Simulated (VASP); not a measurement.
# TaN (R-3m) in VASP: notebook

TaN is run at these levels: PBEsol; tasks: single point.

All numbers are computed with VASP 6.6.1; they aren't measurements. Logs are shortened: lines on timing, memory, paths and dates and some standing lists are left out, and cuts for length are marked.

## Step 1: The cell of the first run

It takes space group R-3m (No. 166, trigonal). Conventional cell: a = 2.456 Å, b = 2.456 Å, c = 12.031 Å, α = 90.00°, β = 90.00°, γ = 120.00°. Within 3.2 Å of Ta (site symmetry -3m) lie 6 Ta at 2.46 Å and 6 N at 2.46 Å. N (site symmetry -3m) has 6 Ta at 2.46 Å and 6 N at 2.46 Å within 3.2 Å.

## Step 2: Single point, PBEsol

INCAR reads:

```
PREC     = Accurate       # precision mode
ENCUT    = 520            # plane-wave cutoff, eV
EDIFF    = 1E-6           # SCF threshold, eV
ISMEAR   = 0              # smearing method
SIGMA    = 0.15           # smearing width, eV
LREAL    = F              # projectors in reciprocal space
LASPH    = T              # aspherical terms in the spheres
NELM     = 100            # most SCF steps
ALGO     = Normal         # electronic algorithm
ISIF     = 2              # what is computed and relaxed
LWAVE    = F              # write WAVECAR
LCHARG   = F              # write CHGCAR
GGA      = PS             # functional
NBANDS   = 15             # bands
```

KPOINTS reads:

```
regular mesh
0
Gamma
  26 26 26
```

POSCAR reads:

```
TaN
1.0
    1.1576623290      2.8941558225      2.8941558225
    2.8941558225      1.1576623290      2.8941558225
    2.8941558225      2.8941558225      1.1576623290
Ta N
1 1
Direct
    0.5000000000      0.5000000000      0.5000000000
    0.0000000000      0.0000000000      0.0000000000
```

Potentials or basis: VASP PAW PBE potentials, release 64 (Ta_pv, N).

On the command line:

```sh
$ cat potpaw_PBE.64/Ta_pv/POTCAR potpaw_PBE.64/N/POTCAR > POTCAR
$ mpirun -np 1 vasp_std > vasp.out
```

OUTCAR:

```text
PREC = Accurate
   ENCUT = 520
   EDIFF = 1E-6
   ISMEAR = 0
   LREAL = F
   LASPH = T
   NELM = 100
   ISIF = 2
   GGA = PS

 ion  position               nearest neighbor table
   1  0.500  0.500  0.500-   2 2.46   2 2.46   2 2.46   2 2.46   2 2.46   2 2.46
   2  0.000  0.000  0.000-   1 2.46   1 2.46   1 2.46   1 2.46   1 2.46   1 2.46

  LATTYP: Found a trigonal (rhomboedric) cell.
 ALAT       =     4.2535230007
 COS(alpha) =     0.8333333333

  Lattice vectors:

 A1 = (   1.1576623290,   2.8941558225,   2.8941558225)
 A2 = (   2.8941558225,   1.1576623290,   2.8941558225)
 A3 = (   2.8941558225,   2.8941558225,   1.1576623290)

Analysis of symmetry for initial positions (statically):
=====================================================================
 Subroutine PRICEL returns:
 Original cell was already a primitive cell.

 Routine SETGRP: Setting up the symmetry group for a
 trigonal (rhombohedral) supercell.

 Subroutine GETGRP returns: Found 12 space group operations
 (whereof 12 operations were pure point group operations)
 out of a pool of 12 trial point group operations.

The static configuration has the point symmetry D_3d.

Analysis of symmetry for dynamics (positions and initial velocities):
=====================================================================
 Subroutine PRICEL returns:
 Original cell was already a primitive cell.

 Routine SETGRP: Setting up the symmetry group for a
 trigonal (rhombohedral) supercell.

 Subroutine GETGRP returns: Found 12 space group operations
 (whereof 12 operations were pure point group operations)
 out of a pool of 12 trial point group operations.

The dynamic configuration has the point symmetry D_3d.

 Subroutine INISYM returns: Found 12 space group operations
 (whereof 12 operations are pure point group operations),
 and found     1 'primitive' translations

----------------------------------------------------------------------------------------

                                     Primitive cell

  volume of cell :      20.9450

  direct lattice vectors                    reciprocal lattice vectors
     1.157662329  2.894155823  2.894155823    -0.335926012  0.239947151  0.239947151
     2.894155823  1.157662329  2.894155823     0.239947151 -0.335926012  0.239947151
     2.894155823  2.894155823  1.157662329     0.239947151  0.239947151 -0.335926012

  length of vectors
     4.253523001  4.253523001  4.253523001     0.477488802  0.477488802  0.477488802

  position of ions in fractional coordinates (direct lattice)
     0.500000000  0.500000000  0.500000000
     0.000000000  0.000000000  0.000000000

  ion indices of the primitive-cell ions
   primitive index   ion index
                 1           1
                 2           2

----------------------------------------------------------------------------------------

 KPOINTS: regular mesh

Automatic generation of k-mesh.
 Grid dimensions read from file:
 generate k-points for:   26   26   26

 Generating k-lattice:

  Cartesian coordinates                     Fractional coordinates (reciprocal lattice)
    -0.012920231  0.009228737  0.009228737     0.038461538  0.000000000  0.000000000
     0.009228737 -0.012920231  0.009228737     0.000000000  0.038461538  0.000000000
     0.009228737  0.009228737 -0.012920231     0.000000000  0.000000000  0.038461538

  Length of vectors
     0.018364954  0.018364954  0.018364954

  Shift w.r.t. Gamma in fractional coordinates (k-lattice)
     0.000000000  0.000000000  0.000000000

 Subroutine IBZKPT returns following result:
 ===========================================

 Found   1652 irreducible k-points:

 Following reciprocal coordinates:
            Coordinates               Weight
  0.000000  0.000000  0.000000      1.000000
  0.038462 -0.000000  0.000000      6.000000
  0.076923 -0.000000  0.000000      6.000000
  0.115385 -0.000000 -0.000000      6.000000
  0.153846 -0.000000 -0.000000      6.000000
  0.192308 -0.000000 -0.000000      6.000000
[... 16 lines left out ...]
  0.346154  0.038462 -0.000000     12.000000
  0.384615  0.038462  0.000000     12.000000
 [... further k-points ...]
   k-points           NKPTS =   1652   k-points in BZ     NKDIM =   1652   number of bands    NBANDS=     15
   number of dos      NEDOS =    301   number of ions     NIONS =      2
   total plane-waves  NPLWV =  32768
   dimension x,y,z NGX =    32 NGY =   32 NGZ =   32
   dimension x,y,z NGXF=    64 NGYF=   64 NGZF=   64
   ions per type =               1   1
   NGX,Y,Z   is equivalent  to a cutoff of  12.51, 12.51, 12.51 a.u.
   NGXF,Y,Z  is equivalent  to a cutoff of  25.01, 25.01, 25.01 a.u.
 SYSTEM =  unknown system
   PREC   = accura    normal or accurate (medium, high low for compatibility)
   ISTART =      0    job   : 0-new  1-cont  2-samecut
   ICHARG =      2    charge: 1-file 2-atom 10-const
   ISPIN  =      1    spin polarized calculation?
   LNONCOLLINEAR =      F non collinear calculations
   LSORBIT =      F    spin-orbit coupling
   LASPH  =      T    aspherical Exc in radial PAW
   ENCUT  =  520.0 eV  38.22 Ry    6.18 a.u.   7.91  7.91  7.91*2*pi/ulx,y,z
   NELM   =    100;   NELMIN=  2; NELMDL= -5     # of ELM steps
   EDIFF  = 0.1E-05   stopping-criterion for ELM
   LREAL  =      F    real-space projection
   EDIFFG = 0.1E-04   stopping-criterion for IOM
   NSW    =      0    number of steps for IOM
   IBRION =     -1    ionic relax: 0-MD 1-quasi-New 2-CG
   NFREE  =      0    steps in history (QN), initial steepest desc. (CG)
   ISIF   =      2    stress and relaxation
   ISYM   =      2    0-nonsym 1-usesym 2-fastsym
   POTIM  = 0.5000    time-step for ionic-motion
   TEBEG  =    0.0;   TEEND  =   0.0 temperature during run
   PSTRESS=    0.0 pullay stress
   NELECT =      16.0000    total number of electrons
   NUPDOWN=      -1.0000    fix difference up-down
   EMIN   =  10.00;   EMAX   =-10.00  energy-range for DOS
   EFERMI =   0.00;   METHOD = LEGACY
   ISMEAR =     0;   SIGMA  =   0.15  broadening in eV -4-tet -1-fermi 0-gaus
   EFERMI_NEDOS =   21; number of points for ismear=-14 and -15
   IALGO  =     38    algorithm
   IMIX   =      4    mixing-type and parameters
     AMIX     =   0.40;   BMIX     =  1.00
     AMIX_MAG =   1.60;   BMIX_MAG =  1.00
  volume/ion in A,a.u.               =      10.47        70.67
  Fermi-wavevector in a.u.,A,eV,Ry     =   1.496540  2.828051 30.472044  2.239632
  Thomas-Fermi vector in A             =   2.608543
   LORBIT       =      0    0 simple, 1 ext, 2 COOP (PROOUT), +10 PAW based schemes
   GGA     = PS    functional components
   LHFCALC =     F    Hartree Fock is set to
   AEXX    =    0.0000 exact exchange contribution
   IVDW    =     0    specifies the selected vdW correction
   LEPSILON=     F    determine dielectric tensor
   LRPA    =     F    only Hartree local field effects (RPA)
 non-spin polarized calculation
 Gauss-broadening in eV      SIGMA  =   0.15
  energy-cutoff  :      520.00
  volume of cell :       20.94
 maximum number of plane-waves:       582
   NGX = 15   NGY = 15   NGZ = 15

 number of electron      15.9999999 magnetization

 Free energy of the ion-electron system (eV)
  ---------------------------------------------------
  ext. energy  EPLUGINS =         0.00000000
  ---------------------------------------------------
  free energy    TOTEN  =       -17.43528347 eV

  energy without entropy =      -17.41886577  energy(sigma->0) =      -17.42707462

 E-fermi :   7.6011     XC(G=0): -13.6613

 val. band max:        7.6006441995   @ k =  -0.3077  -0.3077   0.1538
 cond. band min:       7.6013002032   @ k =  -0.3462  -0.3846   0.0385
 fundamental gap:      0.0006560037
 Fermi energy:         7.6011159939

 k-point     1 :       0.0000    0.0000    0.0000
  band No.  band energies     occupation
      1     -27.3222      2.00000
      2     -25.0519      2.00000
      3     -25.0519      2.00000
      4      -9.3451      2.00000
      5       1.1334      2.00000
      6       2.9390      2.00000
      7       7.7855      0.08212
      8       7.7855      0.08212
      9       9.4614      0.00000
     10       9.4614      0.00000
     11      11.9696      0.00000
     12      13.9397      0.00000
     13      13.9397      0.00000
     14      20.1994      0.00000
     15      21.7668      0.00000

 k-point     2 :       0.0385   -0.0000    0.0000
  band No.  band energies     occupation
      1     -27.3116      2.00000
      2     -25.1262      2.00000
      3     -25.0671      2.00000
      4      -9.3022      2.00000
      5       1.2549      2.00000
      6       2.9184      2.00000
      7       7.6712      0.50849
      8       7.8871      0.00702
      9       9.2859      0.00000
     10       9.4118      0.00000
     11      12.0612      0.00000
     12      13.8209      0.00000
     13      13.9424      0.00000
     14      20.3733      0.00000
     15      21.7668      0.00000

 k-point     3 :       0.0769   -0.0000    0.0000
  band No.  band energies     occupation
      1     -27.2803      2.00000
      2     -25.3412      2.00000
      3     -25.1115      2.00000
      4      -9.1756      2.00000
      5       1.5943      2.00000
      6       2.8668      2.00000
      7       7.3591      1.97748
      8       8.1896      0.00000
      9       8.8215      0.00000
     10       9.2697      0.00000
     11      12.2891      0.00000
     12      13.5152      0.00000
     13      13.9472      0.00000
     14      20.8069      0.00000
     15      21.7667      0.00000
[... 343 lines left out ...]
 k-point    23 :       0.3462    0.0385   -0.0000
  band No.  band energies     occupation
      1     -28.2283      2.00000
      2     -26.7588      2.00000
      3     -25.8092      2.00000
      4      -6.7329      2.00000
      5       0.9515      2.00000
      6       2.2122      2.00000
      7       4.0130      2.00000
      8       7.3890      1.95445
      9      10.3488      0.00000
     10      11.3622      0.00000
     11      13.5864      0.00000
     12      14.3162      0.00000
     13      14.9014      0.00000
     14      20.0174      0.00000
     15      21.7621      0.00000

 k-point    24 :       0.3846    0.0385    0.0000
  band No.  band energies     occupation
      1     -28.5895      2.00000
      2     -26.6789      2.00000
      3     -25.9035      2.00000
      4      -6.2387      2.00000
      5       0.6767      2.00000
      6       1.4939      2.00000
      7       3.6585      2.00000
      8       7.1686      1.99995
      9      11.2755      0.00000
     10      11.7105      0.00000
     11      13.5188      0.00000
     12      14.7550      0.00000
     13      15.9924      0.00000
     14      19.6432      0.00000
     15      21.7589      0.00000

 [... further k-points ...]
[... 5 lines left out ...]
  --------------------------------------------------------------------------------------
  -------------------------------------------------------------------------------------
  Total        6.0657093      6.0657093      6.0657093     -8.6388255     -8.6388255     -8.6388255
  in kB      463.9943586    463.9943586    463.9943586   -660.8240094   -660.8240094   -660.8240094
  external PRESSURE =     463.9943586 kB  Pullay stress =       0.0000000 kB

 VOLUME and BASIS-vectors are now :
 -----------------------------------------------------------------------------
  energy-cutoff  :      520.00
  volume of cell :       20.94
      direct lattice vectors                 reciprocal lattice vectors
     1.157662329  2.894155823  2.894155823    -0.335926012  0.239947151  0.239947151
     2.894155823  1.157662329  2.894155823     0.239947151 -0.335926012  0.239947151
     2.894155823  2.894155823  1.157662329     0.239947151  0.239947151 -0.335926012

 POSITION                                       TOTAL-FORCE (eV/Angst)
 -----------------------------------------------------------------------------------
      3.47299      3.47299      3.47299        -0.000000      0.000000      0.000000
      0.00000      0.00000      0.00000         0.000000     -0.000000     -0.000000
 -----------------------------------------------------------------------------------
    total drift:                                0.000000     -0.000000      0.000000

  FREE ENERGIE OF THE ION-ELECTRON SYSTEM (eV)
  ---------------------------------------------------
  free  energy   TOTEN  =       -17.4352834715 eV

  energy  without entropy=      -17.4188657747  energy(sigma->0) =      -17.42707462
```

It took 15 min on 1 thread of Intel Xeon 8259CL, shared host; peak memory 0.64 GiB.

Results:

- Free energy: -17.4353 eV
- Pressure: 46.4 GPa
- Band gap on the k mesh: zero (bands 8 and 9 overlap by 1.89 eV)

Caveat: the cell stands under pressure; the PAW data sets were made with another functional, which shifts forces and pressure a little; spin-orbit coupling is left out, which moves the levels of the heavy elements.

## Step 3: Single point, PBEsol

This run uses another cell than the first one, of the same volume but with other edges.

INCAR reads:

```
ALGO = Normal
EDIFF = 1E-7
ENCUT = 520
GGA = PS
ISIF = 2
ISMEAR = 0
LASPH = True
LCHARG = False
LREAL = False
LWAVE = False
NBANDS = 15
NELM = 60
PREC = Accurate
SIGMA = 0.15
```

KPOINTS reads:

```
k-points
0
Gamma
  26 26 26
```

POSCAR reads:

```
TaN
1.0
   -0.4741369280      1.9782954583      1.9782954583
    1.9782954583     -0.4741369280      1.9782954583
    1.9782954583      1.9782954583     -0.4741369280
Ta N
1 1
Direct
    0.5000000000      0.5000000000      0.5000000000
    0.0000000000      0.0000000000      0.0000000000
```

Potentials or basis: VASP PAW PBE potentials, release 64 (Ta_pv, N).

On the command line:

```sh
$ cat potpaw_PBE.64/Ta_pv/POTCAR potpaw_PBE.64/N/POTCAR > POTCAR
$ mpirun -np 1 vasp_std > vasp.out
```

OUTCAR:

```text
EDIFF = 1E-7
   ENCUT = 520
   GGA = PS
   ISIF = 2
   ISMEAR = 0
   LASPH = True
   LREAL = False
   NELM = 60
   PREC = Accurate

 ion  position               nearest neighbor table
   1  0.500  0.500  0.500-   2 2.24   2 2.24   2 2.24   2 2.24   2 2.24   2 2.24
   2  0.000  0.000  0.000-   1 2.24   1 2.24   1 2.24   1 2.24   1 2.24   1 2.24

  LATTYP: Found a trigonal (rhomboedric) cell.
 ALAT       =     2.8376242999
 COS(alpha) =     0.2530624440

  Lattice vectors:

[... 620 lines left out ...]
------------------------ aborting loop because EDIFF is reached ----------------------------------------

  FORCE on cell =-STRESS in cart. coord.  units (eV):
  Direction    XX          YY          ZZ          XY          YZ          ZX
  --------------------------------------------------------------------------------------
  -------------------------------------------------------------------------------------
  Total       -0.0120288     -0.0120288     -0.0120288      1.5144226      1.5144226      1.5144226
  in kB       -0.9201360     -0.9201360     -0.9201360    115.8452418    115.8452418    115.8452418
  external PRESSURE =      -0.9201360 kB  Pullay stress =       0.0000000 kB

 VOLUME and BASIS-vectors are now :
 -----------------------------------------------------------------------------
  energy-cutoff  :      520.00
  volume of cell :       20.94
      direct lattice vectors                 reciprocal lattice vectors
    -0.474136928  1.978295458  1.978295458    -0.176121016  0.231637423  0.231637423
     1.978295458 -0.474136928  1.978295458     0.231637423 -0.176121016  0.231637423
     1.978295458  1.978295458 -0.474136928     0.231637423  0.231637423 -0.176121016

 POSITION                                       TOTAL-FORCE (eV/Angst)
 -----------------------------------------------------------------------------------
      1.74123      1.74123      1.74123        -0.000000     -0.000000     -0.000000
      0.00000      0.00000      0.00000         0.000000      0.000000      0.000000
 -----------------------------------------------------------------------------------
    total drift:                               -0.000000     -0.000000     -0.000000

  FREE ENERGIE OF THE ION-ELECTRON SYSTEM (eV)
  ---------------------------------------------------
  free  energy   TOTEN  =       -22.4454436531 eV

  energy  without entropy=      -22.4376895958  energy(sigma->0) =      -22.44156662
```

stdout:

```text
POSCAR found type information on POSCAR TaN
 POSCAR found :  2 types and       2 ions
 scaLAPACK will be used
 -----------------------------------------------------------------------------
|                                                                             |
|                                                                             |
|     You enforced a specific xc type in the INCAR file but a different       |
|     I HOPE YOU KNOW WHAT YOU ARE DOING!                                     |
|                                                                             |
 -----------------------------------------------------------------------------

 LDA part: xc-table for (Slater+PW92), standard interpolation
 POSCAR, INCAR and KPOINTS ok, starting setup
 FFT: planning ... GRIDC
 FFT: planning ... GRID_SOFT
 FFT: planning ... GRID
 WAVECAR not read
 entering main loop
```

Run time: 7.6 min. Hardware: 1 thread of Intel Xeon 8259CL, shared host; peak memory 0.6 GiB.

Results:

* Free energy: -22.4454 eV
* Pressure: -0.1 GPa
* Band gap on the k mesh: zero (bands 8 and 9 overlap by 6.49 eV)

Caveat: the PAW data sets were made with another functional, which shifts forces and pressure a little; spin-orbit coupling is left out, which moves the levels of the heavy elements.

(Continued in part 2 of 2.)
